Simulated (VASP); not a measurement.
# PbS (Fm-3m) in VASP: single point with PBE

Aim: the single point of PbS with PBE.

Everything below comes from runs of VASP 6.6.1. Logs are shortened: lines on timing, memory, paths and dates and some standing lists are left out, and cuts for length are marked.

## 1. The cell of the first run

Symmetry: Fm-3m, No. 225, cubic system. Conventional cell: a = 6.009 Å, b = 6.009 Å, c = 6.009 Å, α = 90.00°, β = 90.00°, γ = 90.00°. Pb (site symmetry m-3m) has 6 S at 3.00 Å within 4.0 Å. S (site symmetry m-3m) has 6 Pb at 3.00 Å within 4.0 Å.

## 2. Single point, PBE, non-collinear spin, zero start, spin-orbit coupling

POSCAR

```
PbS
1.0
    0.0000000000      3.0045318093      3.0045318093
    3.0045318093      0.0000000000      3.0045318093
    3.0045318093      3.0045318093      0.0000000000
Pb S
1 1
Direct
    0.5000000000      0.5000000000      0.5000000000
    0.0000000000      0.0000000000      0.0000000000
```

INCAR.step1

```
SYSTEM = PbS
ALGO = Normal
EDIFF = 1E-7
ENCUT = 520
GGA = PE
GGA_COMPAT = .False.
ISIF = 2
ISMEAR = 0
LASPH = .True.
LCHARG = .True.
LORBMOM = .True.
LREAL = .False.
LSORBIT = .True.
LWAVE = .False.
MAGMOM = 0 0 0 0 0 0
NBANDS = 32
NELM = 150
PREC = Accurate
SIGMA = 0.05
```

KPOINTS.step1

```
k-points
0
Gamma
  10 10 10
  0 0 0
```

INCAR.step2

```
SYSTEM = PbS
ALGO = Normal
EDIFF = 1E-7
ENCUT = 520
GGA = PE
GGA_COMPAT = .False.
ICHARG = 11
ISIF = 2
ISMEAR = -5
LASPH = .True.
LCHARG = .False.
LORBIT = 11
LORBMOM = .True.
LREAL = .False.
LSORBIT = .True.
LWAVE = .False.
MAGMOM = 0 0 0 0 0 0
NEDOS = 2001
NELM = 150
PREC = Accurate
SIGMA = 0.05
```

KPOINTS.step2

```
k-points
0
Gamma
  15 15 15
  0 0 0
```

Potentials or basis: VASP PAW PBE potentials, release 64 (Pb_d, S).

Command:

```sh
cat potpaw_PBE.64/Pb_d/POTCAR potpaw_PBE.64/S/POTCAR > POTCAR
cp INCAR.step1 INCAR
cp KPOINTS.step1 KPOINTS
mpirun -np 1 vasp_ncl > vasp.out
cp INCAR.step2 INCAR
cp KPOINTS.step2 KPOINTS
mpirun -np 1 vasp_ncl > vasp.out
```

OUTCAR:

```text
SYSTEM = PbS
   EDIFF = 1E-7
   ENCUT = 520
   GGA = PE
   ICHARG = 11
   ISIF = 2
   ISMEAR = -5
   LASPH = .True.
   LORBIT = 11
   LREAL = .False.
   LSORBIT = .True.
   NELM = 150
   PREC = Accurate

 ion  position               nearest neighbor table
   1  0.500  0.500  0.500-   2 3.00   2 3.00   2 3.00   2 3.00   2 3.00   2 3.00
   2  0.000  0.000  0.000-   1 3.00   1 3.00   1 3.00   1 3.00   1 3.00   1 3.00

  LATTYP: Found a face centered cubic cell.
 ALAT       =     6.0090636186

  Lattice vectors:

 A1 = (   0.0000000000,   3.0045318093,   3.0045318093)
 A2 = (   3.0045318093,   0.0000000000,   3.0045318093)
 A3 = (   3.0045318093,   3.0045318093,   0.0000000000)

Analysis of symmetry for initial positions (statically):
=====================================================================
 Subroutine PRICEL returns:
 Original cell was already a primitive cell.

 Routine SETGRP: Setting up the symmetry group for a
 face centered cubic supercell.

 Subroutine GETGRP returns: Found 48 space group operations
 (whereof 48 operations were pure point group operations)
 out of a pool of 48 trial point group operations.

The static configuration has the point symmetry O_h .

Analysis of symmetry for dynamics (positions and initial velocities):
=====================================================================
 Subroutine PRICEL returns:
 Original cell was already a primitive cell.

 Routine SETGRP: Setting up the symmetry group for a
 face centered cubic supercell.

 Subroutine GETGRP returns: Found 48 space group operations
 (whereof 48 operations were pure point group operations)
 out of a pool of 48 trial point group operations.

The dynamic configuration has the point symmetry O_h .

Analysis of structural, dynamic, and magnetic symmetry:
=====================================================================
 Subroutine PRICEL returns:
 Original cell was already a primitive cell.

 Routine SETGRP: Setting up the symmetry group for a
 face centered cubic supercell.

 Subroutine GETGRP returns: Found 48 space group operations
 (whereof 48 operations were pure point group operations)
 out of a pool of 48 trial point group operations.

The overall configuration has the point symmetry O_h .

 Subroutine INISYM returns: Found 48 space group operations
 (whereof 48 operations are pure point group operations),
 and found     1 'primitive' translations

----------------------------------------------------------------------------------------

                                     Primitive cell

  volume of cell :      54.2451

  direct lattice vectors                    reciprocal lattice vectors
     0.000000000  3.004531809  3.004531809    -0.166415279  0.166415279  0.166415279
     3.004531809  0.000000000  3.004531809     0.166415279 -0.166415279  0.166415279
     3.004531809  3.004531809  0.000000000     0.166415279  0.166415279 -0.166415279

  length of vectors
     4.249049633  4.249049633  4.249049633     0.288239719  0.288239719  0.288239719

  position of ions in fractional coordinates (direct lattice)
     0.500000000  0.500000000  0.500000000
     0.000000000  0.000000000  0.000000000

  ion indices of the primitive-cell ions
   primitive index   ion index
                 1           1
                 2           2

----------------------------------------------------------------------------------------

 KPOINTS: k-points

Automatic generation of k-mesh.
 Grid dimensions read from file:
 generate k-points for:   15   15   15

 Generating k-lattice:

  Cartesian coordinates                     Fractional coordinates (reciprocal lattice)
    -0.011094352  0.011094352  0.011094352     0.066666667  0.000000000  0.000000000
     0.011094352 -0.011094352  0.011094352     0.000000000  0.066666667  0.000000000
     0.011094352  0.011094352 -0.011094352     0.000000000  0.000000000  0.066666667

  Length of vectors
     0.019215981  0.019215981  0.019215981

  Shift w.r.t. Gamma in fractional coordinates (k-lattice)
     0.000000000  0.000000000  0.000000000

 TETIRR: Found    484 inequivalent tetrahedra from    20250

 Subroutine IBZKPT returns following result:
 ===========================================

 Found    120 irreducible k-points:

 Following reciprocal coordinates:
            Coordinates               Weight
  0.000000  0.000000  0.000000      1.000000
  0.066667  0.000000  0.000000      8.000000
  0.133333  0.000000  0.000000      8.000000
  0.200000  0.000000  0.000000      8.000000
[... 45 lines left out ...]
   ISIF   =      2    stress and relaxation
   ISYM   =      2    0-nonsym 1-usesym 2-fastsym
   POTIM  = 0.5000    time-step for ionic-motion
   TEBEG  =    0.0;   TEEND  =   0.0 temperature during run
   PSTRESS=    0.0 pullay stress
   NELECT =      20.0000    total number of electrons
   NUPDOWN=      -1.0000    fix difference up-down
   EMIN   =  10.00;   EMAX   =-10.00  energy-range for DOS
   EFERMI =   0.00;   METHOD = LEGACY
   ISMEAR =    -5;   SIGMA  =   0.05  broadening in eV -4-tet -1-fermi 0-gaus
   EFERMI_NEDOS =   21; number of points for ismear=-14 and -15
   IALGO  =     38    algorithm
   IMIX   =      4    mixing-type and parameters
     AMIX     =   0.40;   BMIX     =  1.00
     AMIX_MAG =   1.60;   BMIX_MAG =  1.00
  volume/ion in A,a.u.               =      27.12       183.03
  Fermi-wavevector in a.u.,A,eV,Ry     =   1.173901  2.218351 18.749411  1.378043
  Thomas-Fermi vector in A             =   2.310306
   LORBIT       =     11    0 simple, 1 ext, 2 COOP (PROOUT), +10 PAW based schemes
   GGA     = PE    functional components
   LHFCALC =     F    Hartree Fock is set to
   AEXX    =    0.0000 exact exchange contribution
   IVDW    =     0    specifies the selected vdW correction
   LEPSILON=     F    determine dielectric tensor
   LRPA    =     F    only Hartree local field effects (RPA)
 Fermi weights with tetrahedron method with Bloechl corrections
  energy-cutoff  :      520.00
  volume of cell :       54.25
 maximum number of plane-waves:      2952

 number of electron      20.0000003 magnetization      -0.0000000      0.0000000      0.0000000

 Free energy of the ion-electron system (eV)
  ---------------------------------------------------
  ext. energy  EPLUGINS =         0.00000000
  ---------------------------------------------------
  free energy    TOTEN  =        -9.14618751 eV

  energy without entropy =       -9.14618751  energy(sigma->0) =       -9.14618751

 E-fermi :   5.1510     XC(G=0):  -9.4966

 val. band max:        5.1492759564   @ k =   0.4667   0.0000   0.0000
 cond. band min:       5.5193481470   @ k =   0.4667   0.0000   0.0000
 fundamental gap:      0.3700721907
 Fermi energy:         5.1510409925

 k-point     1 :       0.0000    0.0000    0.0000
  band No.  band energies     occupation
      1     -12.9151      1.00000
      2     -12.9151      1.00000
      3     -12.9151      1.00000
      4     -12.9151      1.00000
      5     -10.3650      1.00000
      6     -10.3650      1.00000
[... 733 lines left out ...]
     27      11.1415      0.00000
     28      11.1415      0.00000

 [... further k-points ...]

------------------------ aborting loop because EDIFF is reached ----------------------------------------

  FORCE on cell =-STRESS in cart. coord.  units (eV):
  Direction    XX          YY          ZZ          XY          YZ          ZX
  --------------------------------------------------------------------------------------
  -------------------------------------------------------------------------------------
  Total       -0.0868391     -0.0868391     -0.0868391      0.0000000      0.0000000      0.0000000
  in kB       -2.5648721     -2.5648721     -2.5648721      0.0000000      0.0000000      0.0000000
  external PRESSURE =      -2.5648721 kB  Pullay stress =       0.0000000 kB

 VOLUME and BASIS-vectors are now :
 -----------------------------------------------------------------------------
  energy-cutoff  :      520.00
  volume of cell :       54.25
      direct lattice vectors                 reciprocal lattice vectors
     0.000000000  3.004531809  3.004531809    -0.166415279  0.166415279  0.166415279
     3.004531809  0.000000000  3.004531809     0.166415279 -0.166415279  0.166415279
     3.004531809  3.004531809  0.000000000     0.166415279  0.166415279 -0.166415279

 POSITION                                       TOTAL-FORCE (eV/Angst)
 -----------------------------------------------------------------------------------
      3.00453      3.00453      3.00453         0.000000     -0.000000     -0.000000
      0.00000      0.00000      0.00000        -0.000000      0.000000      0.000000
 -----------------------------------------------------------------------------------
    total drift:                               -0.000000     -0.000000     -0.000000

  FREE ENERGIE OF THE ION-ELECTRON SYSTEM (eV)
  ---------------------------------------------------
  free  energy   TOTEN  =        -9.1461875094 eV

  energy  without entropy=       -9.1461875094  energy(sigma->0) =       -9.14618751

 orbital moment (x)

 # of ion     p       d       tot
 ----------------------------------------
  1        -0.000  -0.000  -0.000
  2         0.000   0.000   0.000
 ----------------------------------------
           -0.000  -0.000  -0.000

 orbital moment (y)

 # of ion     p       d       tot
 ----------------------------------------
  1         0.000   0.000   0.000
  2         0.000   0.000   0.000
 ----------------------------------------
            0.000   0.000   0.000

 orbital moment (z)

 # of ion     p       d       tot
 ----------------------------------------
  1         0.000   0.000   0.000
  2         0.000   0.000   0.000
 ----------------------------------------
            0.000   0.000   0.000

 Spin-Orbit-Coupling matrix elements

 Ion:    1  E_soc:     -0.7849997
 l=   1
     0.0000000    -0.0642170    -0.0642170
    -0.0642170     0.0000000    -0.0642170
    -0.0642170    -0.0642170     0.0000000
 l=   2
     0.0000000    -0.0134254     0.0000000    -0.0134254    -0.0531908
    -0.0134254     0.0000000    -0.0398931    -0.0134254    -0.0132977
     0.0000000    -0.0398931     0.0000000    -0.0398931     0.0000000
    -0.0134254    -0.0134254    -0.0398931     0.0000000    -0.0132977
    -0.0531908    -0.0132977     0.0000000    -0.0132977     0.0000000
 l=   3
     0.0000000     0.0000000     0.0000000     0.0000000     0.0000000     0.0000000     0.0000000
     0.0000000     0.0000000     0.0000000     0.0000000     0.0000000     0.0000000     0.0000000
     0.0000000     0.0000000     0.0000000     0.0000000     0.0000000     0.0000000     0.0000000
     0.0000000     0.0000000     0.0000000     0.0000000     0.0000000     0.0000000     0.0000000
     0.0000000     0.0000000     0.0000000     0.0000000     0.0000000     0.0000000     0.0000000
     0.0000000     0.0000000     0.0000000     0.0000000     0.0000000     0.0000000     0.0000000
     0.0000000     0.0000000     0.0000000     0.0000000     0.0000000     0.0000000     0.0000000

 Ion:    2  E_soc:     -0.0041394
 l=   1
     0.0000000    -0.0006899    -0.0006899
    -0.0006899     0.0000000    -0.0006899
    -0.0006899    -0.0006899     0.0000000
 l=   2
     0.0000000     0.0000000     0.0000000     0.0000000     0.0000000
     0.0000000     0.0000000     0.0000000     0.0000000     0.0000000
     0.0000000     0.0000000     0.0000000     0.0000000     0.0000000
     0.0000000     0.0000000     0.0000000     0.0000000     0.0000000
     0.0000000     0.0000000     0.0000000     0.0000000     0.0000000
 l=   3
     0.0000000     0.0000000     0.0000000     0.0000000     0.0000000     0.0000000     0.0000000
     0.0000000     0.0000000     0.0000000     0.0000000     0.0000000     0.0000000     0.0000000
     0.0000000     0.0000000     0.0000000     0.0000000     0.0000000     0.0000000     0.0000000
     0.0000000     0.0000000     0.0000000     0.0000000     0.0000000     0.0000000     0.0000000
     0.0000000     0.0000000     0.0000000     0.0000000     0.0000000     0.0000000     0.0000000
     0.0000000     0.0000000     0.0000000     0.0000000     0.0000000     0.0000000     0.0000000
     0.0000000     0.0000000     0.0000000     0.0000000     0.0000000     0.0000000     0.0000000

 total charge

# of ion       s       p       d       tot
------------------------------------------
    1        1.481   0.505   9.844  11.830
    2        1.352   2.320   0.000   3.672
--------------------------------------------------
tot          2.833   2.825   9.844  15.502

 magnetization (x)

# of ion       s       p       d       tot
------------------------------------------
    1        0.000  -0.000   0.000  -0.000
    2       -0.000   0.000   0.000   0.000
--------------------------------------------------
tot         -0.000   0.000   0.000  -0.000

 magnetization (y)

# of ion       s       p       d       tot
------------------------------------------
    1        0.000   0.000   0.000   0.000
    2       -0.000  -0.000   0.000  -0.000
--------------------------------------------------
tot          0.000   0.000   0.000   0.000

 magnetization (z)

# of ion       s       p       d       tot
------------------------------------------
    1       -0.000   0.000   0.000  -0.000
    2        0.000  -0.000   0.000  -0.000
--------------------------------------------------
tot         -0.000  -0.000   0.000  -0.000
```

Wall time 13 min (1 thread of Oxide Virtual Turin-like, shared host); peak memory 0.43 GiB.

What came out:

```
Net moment                                            : 0.00 μB per cell
Valence electrons inside the program's atomic spheres : Pb 11.83; S 3.67
```

Moments on the atoms (μB; x, y, z):
```
Pb  0.00 0.00 0.00
S   0.00 0.00 0.00
```
